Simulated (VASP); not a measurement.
# Lu (Im-3m) in VASP: a series of runs, part 2 of 3

VASP 6.6.1.

## 3. Relaxation of cell and atoms, r2SCAN, target pressure 5 GPa, at which the enthalpy is minimised

POSCAR reads:

```
Lu
1.0
   -1.9541071088      1.9541071088      1.9541071088
    1.9541071088     -1.9541071088      1.9541071088
    1.9541071088      1.9541071088     -1.9541071088
Lu
1
Direct
    0.0000000000      0.0000000000      0.0000000000
```

INCAR.step1 reads:

```
PREC     = Accurate       # precision mode
ENCUT    = 600            # plane-wave cutoff, eV
ISMEAR   = -1             # smearing method
SIGMA    = 0.05           # smearing width, eV
LREAL    = False          # projectors in reciprocal space
LASPH    = True           # aspherical terms in the spheres
NELM     = 60             # most SCF steps
GGA      = PE             # functional
ALGO     = Normal         # electronic algorithm
EDIFF    = 1E-4           # SCF threshold, eV
LWAVE    = True           # write WAVECAR
LCHARG   = False          # write CHGCAR
```

INCAR.step2 reads:

```
PREC     = Accurate       # precision mode
ENCUT    = 600            # plane-wave cutoff, eV
EDIFF    = 1E-6           # SCF threshold, eV
ISMEAR   = -1             # smearing method
SIGMA    = 0.05           # smearing width, eV
LREAL    = False          # projectors in reciprocal space
LASPH    = True           # aspherical terms in the spheres
NELM     = 60             # most SCF steps
ALGO     = Normal         # electronic algorithm
ISIF     = 3              # what is computed and relaxed
LWAVE    = False          # write WAVECAR
LCHARG   = False          # write CHGCAR
METAGGA  = R2SCAN         # meta-GGA
LMIXTAU  = True         
IBRION   = 2              # ionic algorithm
NSW      = 60             # ionic steps
EDIFFG   = -0.01          # ionic threshold
PSTRESS  = 50.0         
ISTART   = 1
```

KPOINTS reads:

```
Automatic mesh
0
Gamma
  10 10 10
```

Potentials or basis: VASP PAW PBE potentials, release 64 (Lu).

The run is started by

```sh
$ cat potpaw_PBE.64/Lu/POTCAR > POTCAR
$ cp INCAR.step1 INCAR
$ mpirun -np 1 vasp_std > vasp.out
$ cp INCAR.step2 INCAR
$ mpirun -np 1 vasp_std > vasp.out
```

OUTCAR:

```text
PREC = Accurate
   ENCUT = 600
   EDIFF = 1E-6
   ISMEAR = -1
   LREAL = False
   LASPH = True
   NELM = 60
   ISIF = 3
   METAGGA = R2SCAN
   IBRION = 2
   NSW = 60
   EDIFFG = -0.01
   PSTRESS = 50.0
   ISTART = 1

 ion  position               nearest neighbor table
   1  0.000  0.000  0.000-

  LATTYP: Found a body centered cubic cell.
 ALAT       =     3.9082142176

  Lattice vectors:

 A1 = (  -1.9541071088,   1.9541071088,   1.9541071088)
 A2 = (   1.9541071088,  -1.9541071088,   1.9541071088)
 A3 = (   1.9541071088,   1.9541071088,  -1.9541071088)

Analysis of symmetry for initial positions (statically):
=====================================================================
 Subroutine PRICEL returns:
 Original cell was already a primitive cell.

 Routine SETGRP: Setting up the symmetry group for a
 body centered cubic supercell.

 Subroutine GETGRP returns: Found 48 space group operations
 (whereof 48 operations were pure point group operations)
 out of a pool of 48 trial point group operations.
[... 159 lines left out ...]
  free energy    TOTEN  =       -37.95603375 eV

  energy without entropy =      -37.94028233  energy(sigma->0) =      -37.94815804

------------------------ aborting loop because EDIFF is reached ----------------------------------------

  FORCE on cell =-STRESS in cart. coord.  units (eV):
  Direction    XX          YY          ZZ          XY          YZ          ZX
  --------------------------------------------------------------------------------------
  -------------------------------------------------------------------------------------
  Total       -0.0359525     -0.0359525     -0.0359525      0.0000000      0.0000000     -0.0000000
  in kB       -1.9298980     -1.9298980     -1.9298980      0.0000000      0.0000000     -0.0000000
  external PRESSURE =     -51.9298980 kB  Pullay stress =      50.0000000 kB
[... 98 lines left out ...]
--------------------------------------- Ionic step        4  -------------------------------------------

 number of electron      25.0000009 magnetization

 Free energy of the ion-electron system (eV)
  ---------------------------------------------------
  ext. energy  EPLUGINS =         0.00000000
  ---------------------------------------------------
  free energy    TOTEN  =       -37.91621734 eV

  energy without entropy =      -37.90155244  energy(sigma->0) =      -37.90888489

 E-fermi :   2.6536     XC(G=0): -11.9928

 val. band max:        2.6382353466   @ k =   0.2000   0.2000   0.1000
 cond. band min:       2.7042040160   @ k =   0.4000   0.2000  -0.0000
 fundamental gap:      0.0659686694
 Fermi energy:         2.6536110075

 k-point     1 :       0.0000    0.0000    0.0000
  band No.  band energies     occupation
      1     -55.3207      2.00000
      2     -25.0288      2.00000
      3     -25.0288      2.00000
      4     -25.0288      2.00000
      5      -3.9903      2.00000
      6      -2.6156      2.00000
[... 433 lines left out ...]
      3     -25.1848      2.00000
      4     -25.0789      2.00000
      5      -2.5994      2.00000
      6      -2.5701      2.00000
[... 8 lines left out ...]
     15       6.2707      0.00000
     16       7.8198      0.00000

 [... further k-points ...]
[... 5 lines left out ...]
  --------------------------------------------------------------------------------------
  -------------------------------------------------------------------------------------
  Total        0.8375046      0.8375046      0.8375046      0.0000000      0.0000000      0.0000000
  in kB       49.5908641     49.5908641     49.5908641      0.0000000      0.0000000      0.0000000
  external PRESSURE =      -0.4091359 kB  Pullay stress =      50.0000000 kB
[... 20 lines left out ...]
  energy  without entropy=      -37.9015524373  energy(sigma->0) =      -37.90888489

  enthalpy is  TOTEN    =       -37.0718031067 eV   P V=        0.8444142356

 reached required accuracy - stopping structural energy minimisation
```

OUTCAR.step1:

```text
PREC = Accurate
   ENCUT = 600
   ISMEAR = -1
   LREAL = False
   LASPH = True
   NELM = 60
[... 670 lines left out ...]
 POSITION                                       TOTAL-FORCE (eV/Angst)
 -----------------------------------------------------------------------------------
      0.00000      0.00000      0.00000         0.000000     -0.000000      0.000000
 -----------------------------------------------------------------------------------
    total drift:                               -0.000000     -0.000000     -0.000000

  FREE ENERGIE OF THE ION-ELECTRON SYSTEM (eV)
  ---------------------------------------------------
  free  energy   TOTEN  =        -4.3889633812 eV

  energy  without entropy=       -4.3698826709  energy(sigma->0) =       -4.37942303
```

It took 4.6 min on 1 thread of Intel Xeon Platinum 8488C (Sapphire Rapids), shared host; peak memory 0.21 GiB.

What came out:

| Quantity | Value |
| --- | --- |
| Free energy | -37.9162 eV |
| Relaxed volume | 27.06 Å³/atom |
| Relaxed cell | a = 3.276 Å, b = 3.276 Å, c = 3.276 Å, α = 109.47°, β = 109.47°, γ = 109.47° |
| Space group after relaxing (to 0.1 Å) | Im-3m (No. 229) |
| Energy change on relaxing (the run minimises the enthalpy) | +39.8 meV/atom |
| Ionic steps | 4 |
| Pressure after relaxing | 5.0 GPa |
| Band gap on the k mesh | zero (an odd number of electrons rules out a gap without spin polarisation) |

The path:
```
step  energy change (eV)  largest force (eV/Å)  pressure (GPa)  volume (Å³)
   1              0.0000                0.0000           -0.19        29.85
   2              0.0891                0.0000            8.04        25.86
   3              0.0381                0.0000            4.92        27.11
   4              0.0398                0.0000            4.96        27.06
```

Final structure:
```cif
data_structure
_symmetry_space_group_name_H-M 'P 1'
_symmetry_Int_Tables_number 1
_cell_length_a 3.2757
_cell_length_b 3.2757
_cell_length_c 3.2757
_cell_angle_alpha 109.471
_cell_angle_beta 109.471
_cell_angle_gamma 109.471
_cell_volume 27.06
loop_
_atom_site_label
_atom_site_type_symbol
_atom_site_fract_x
_atom_site_fract_y
_atom_site_fract_z
_atom_site_occupancy
Lu1 Lu 0.00000 0.00000 0.00000 1
```

Caveat: the cell is relaxed towards a set pressure, so the run minimises the enthalpy, not the energy; the PAW data sets were made with another functional, which shifts forces and pressure a little; spin-orbit coupling is left out, which moves the levels of the heavy elements.

## 4. Relaxation of cell and atoms, r2SCAN, target pressure 10 GPa, at which the enthalpy is minimised

POSCAR is that of step 3.

INCAR.step1 reads:

```
PREC     = Accurate       # precision mode
ENCUT    = 600            # plane-wave cutoff, eV
ISMEAR   = -1             # smearing method
SIGMA    = 0.05           # smearing width, eV
LREAL    = F              # projectors in reciprocal space
LASPH    = T              # aspherical terms in the spheres
NELM     = 80             # most SCF steps
GGA      = PE             # functional
ALGO     = Normal         # electronic algorithm
EDIFF    = 1E-4           # SCF threshold, eV
LWAVE    = T              # write WAVECAR
LCHARG   = F              # write CHGCAR
```

INCAR.step2 reads:

```
PREC     = Accurate       # precision mode
ENCUT    = 600            # plane-wave cutoff, eV
EDIFF    = 1E-6           # SCF threshold, eV
ISMEAR   = -1             # smearing method
SIGMA    = 0.05           # smearing width, eV
LREAL    = F              # projectors in reciprocal space
LASPH    = T              # aspherical terms in the spheres
NELM     = 80             # most SCF steps
ALGO     = Normal         # electronic algorithm
ISIF     = 3              # what is computed and relaxed
LWAVE    = F              # write WAVECAR
LCHARG   = F              # write CHGCAR
METAGGA  = R2SCAN         # meta-GGA
LMIXTAU  = T            
IBRION   = 2              # ionic algorithm
NSW      = 60             # ionic steps
EDIFFG   = -0.01          # ionic threshold
PSTRESS  = 100.0        
ISTART   = 1
```

KPOINTS is that of step 3.

Potentials or basis: VASP PAW PBE potentials, release 64 (Lu).

The run is started by

```sh
$ cat potpaw_PBE.64/Lu/POTCAR > POTCAR
$ cp INCAR.step1 INCAR
$ mpirun -np 1 vasp_std > vasp.out
$ cp INCAR.step2 INCAR
$ mpirun -np 1 vasp_std > vasp.out
```

OUTCAR:

```text
PREC = Accurate
   ENCUT = 600
   EDIFF = 1E-6
   ISMEAR = -1
   LREAL = F
   LASPH = T
   NELM = 80
   ISIF = 3
   METAGGA = R2SCAN
   IBRION = 2
   NSW = 60
   EDIFFG = -0.01
   PSTRESS = 100.0
   ISTART = 1

 ion  position               nearest neighbor table
   1  0.000  0.000  0.000-

  LATTYP: Found a body centered cubic cell.
 ALAT       =     3.9082142176

  Lattice vectors:

 A1 = (  -1.9541071088,   1.9541071088,   1.9541071088)
 A2 = (   1.9541071088,  -1.9541071088,   1.9541071088)
 A3 = (   1.9541071088,   1.9541071088,  -1.9541071088)

Analysis of symmetry for initial positions (statically):
=====================================================================
 Subroutine PRICEL returns:
 Original cell was already a primitive cell.

 Routine SETGRP: Setting up the symmetry group for a
 body centered cubic supercell.

 Subroutine GETGRP returns: Found 48 space group operations
 (whereof 48 operations were pure point group operations)
 out of a pool of 48 trial point group operations.

The static configuration has the point symmetry O_h .

Analysis of symmetry for dynamics (positions and initial velocities):
=====================================================================
 Subroutine PRICEL returns:
 Original cell was already a primitive cell.

 Routine SETGRP: Setting up the symmetry group for a
 body centered cubic supercell.

 Subroutine GETGRP returns: Found 48 space group operations
 (whereof 48 operations were pure point group operations)
 out of a pool of 48 trial point group operations.

The dynamic configuration has the point symmetry O_h .

 Subroutine INISYM returns: Found 48 space group operations
 (whereof 48 operations are pure point group operations),
 and found     1 'primitive' translations

----------------------------------------------------------------------------------------

                                     Primitive cell

  volume of cell :      29.8473

[... 107 lines left out ...]
  volume/ion in A,a.u.               =      29.85       201.42
  Fermi-wavevector in a.u.,A,eV,Ry     =   1.543191  2.916209 32.401456  2.381440
  Thomas-Fermi vector in A             =   2.648889
   LORBIT       =      0    0 simple, 1 ext, 2 COOP (PROOUT), +10 PAW based schemes
   METAGGA = R2SCAN    functional components
   LHFCALC =     F    Hartree Fock is set to
   AEXX    =    0.0000 exact exchange contribution
   IVDW    =     0    specifies the selected vdW correction
   LEPSILON=     F    determine dielectric tensor
   LRPA    =     F    only Hartree local field effects (RPA)
 conjugate gradient relaxation of ions
 non-spin polarized calculation
  energy-cutoff  :      600.00
  volume of cell :       29.85
 maximum number of plane-waves:      1007
   NGX = 13   NGY = 13   NGZ = 13

--------------------------------------- Ionic step        1  -------------------------------------------

 number of electron      24.9999996 magnetization

 Free energy of the ion-electron system (eV)
  ---------------------------------------------------
  ext. energy  EPLUGINS =         0.00000000
  ---------------------------------------------------
  free energy    TOTEN  =       -37.95603375 eV

  energy without entropy =      -37.94028233  energy(sigma->0) =      -37.94815804

------------------------ aborting loop because EDIFF is reached ----------------------------------------

  FORCE on cell =-STRESS in cart. coord.  units (eV):
  Direction    XX          YY          ZZ          XY          YZ          ZX
  --------------------------------------------------------------------------------------
  -------------------------------------------------------------------------------------
  Total       -0.0359525     -0.0359525     -0.0359525      0.0000000      0.0000000     -0.0000000
  in kB       -1.9298980     -1.9298980     -1.9298980      0.0000000      0.0000000     -0.0000000
  external PRESSURE =    -101.9298980 kB  Pullay stress =     100.0000000 kB
[... 24 lines left out ...]
--------------------------------------- Ionic step        2  -------------------------------------------

 number of electron      24.9999997 magnetization

 E-fermi :   3.5248     XC(G=0): -13.1002

 val. band max:        3.4910572046   @ k =  -0.3000   0.4000   0.1000
 cond. band min:       3.5701750319   @ k =  -0.4000   0.5000   0.1000
 fundamental gap:      0.0791178274
 Fermi energy:         3.5248021651

 k-point     1 :       0.0000    0.0000    0.0000
  band No.  band energies     occupation
      1     -54.1535      2.00000
      2     -23.6575      2.00000
      3     -23.6574      2.00000
      4     -23.6574      2.00000
      5      -3.5976      2.00000
      6      -1.5696      2.00000
[... 631 lines left out ...]
--------------------------------------- Ionic step        7  -------------------------------------------

 number of electron      25.0000001 magnetization

 Free energy of the ion-electron system (eV)
  ---------------------------------------------------
  ext. energy  EPLUGINS =         0.00000000
  ---------------------------------------------------
  free energy    TOTEN  =       -37.82150194 eV

  energy without entropy =      -37.80733078  energy(sigma->0) =      -37.81441636

 E-fermi :   3.0008     XC(G=0): -12.4247

 val. band max:        2.9263299980   @ k =   0.2000   0.2000   0.1000
 cond. band min:       3.0528377098   @ k =  -0.3000   0.4000   0.1000
 fundamental gap:      0.1265077118
 Fermi energy:         3.0008399140

 k-point     1 :       0.0000    0.0000    0.0000
  band No.  band energies     occupation
      1     -54.8395      2.00000
      2     -24.4816      2.00000
      3     -24.4816      2.00000
      4     -24.4816      2.00000
      5      -3.8523      2.00000
      6      -2.1820      2.00000
[... 479 lines left out ...]
  energy  without entropy=      -37.8073307834  energy(sigma->0) =      -37.81441636

  enthalpy is  TOTEN    =       -36.2574030234 eV   P V=        1.5640989145

 reached required accuracy - stopping structural energy minimisation
```

OUTCAR.step1:

```text
PREC = Accurate
   ENCUT = 600
   ISMEAR = -1
   LREAL = F
   LASPH = T
   NELM = 80
[... 669 lines left out ...]

 POSITION                                       TOTAL-FORCE (eV/Angst)
 -----------------------------------------------------------------------------------
      0.00000      0.00000      0.00000         0.000000     -0.000000      0.000000
 -----------------------------------------------------------------------------------
    total drift:                               -0.000000     -0.000000     -0.000000

  FREE ENERGIE OF THE ION-ELECTRON SYSTEM (eV)
  ---------------------------------------------------
  free  energy   TOTEN  =        -4.3889633812 eV

  energy  without entropy=       -4.3698826709  energy(sigma->0) =       -4.37942303
```

Wall time 7.3 min (1 thread of Intel Xeon Platinum 8488C (Sapphire Rapids), shared host); peak memory 0.21 GiB.

What came out:

- Free energy: -37.8215 eV
- Relaxed volume: 25.06 Å³/atom
- Relaxed cell: a = 3.193 Å, b = 3.193 Å, c = 3.193 Å, α = 109.47°, β = 109.47°, γ = 109.47°
- Space group after relaxing (to 0.1 Å): Im-3m (No. 229)
- Energy change on relaxing (the run minimises the enthalpy): +134.5 meV/atom
- Ionic steps: 7
- Pressure after relaxing: 10.0 GPa
- Band gap on the k mesh: zero (an odd number of electrons rules out a gap without spin polarisation)

The path:
```csv
step,energy change (eV),largest force (eV/Å),pressure (GPa),volume (Å³)
1,0.0000,0.0000,-0.19,29.85
2,0.3821,0.0000,19.44,22.37
3,0.1253,0.0000,9.58,25.21
4,0.1339,0.0000,9.84,25.07
5,0.1397,0.0000,10.15,24.98
6,0.1348,0.0000,10.07,25.06
7,0.1345,0.0000,10.00,25.06
```

Final structure:
```
CELL_PARAMETERS angstrom
-1.84348 1.84348 1.84348
1.84348 -1.84348 1.84348
1.84348 1.84348 -1.84348
ATOMIC_POSITIONS crystal
Lu 0.00000 0.00000 0.00000
```

Levels at points of the mesh, in eV from the Fermi level:
```csv
k point,band 9,band 10,band 11,band 12,band 13,band 14,band 15,band 16
"(0.00, 0.00, 0.00)",-5.04,-5.04,-5.04,-5.01,2.59,2.59,2.59,5.09
"(0.50, 0.00, 0.00)",-5.06,-5.05,-5.03,-2.93,0.38,0.84,5.05,6.11
"(0.50, 0.50, 0.50)",-5.03,-5.03,-5.03,-2.21,-2.21,7.18,7.18,7.18
```

Caveat: the cell is relaxed towards a set pressure, so the run minimises the enthalpy, not the energy; the volume moved by over 15 % at a fixed basis, so the end points are rough; the PAW data sets were made with another functional, which shifts forces and pressure a little; spin-orbit coupling is left out, which moves the levels of the heavy elements.

(Continued in part 3 of 3.)

The gap in the log of VASP goes by the Fermi energy; the results here count the filled bands.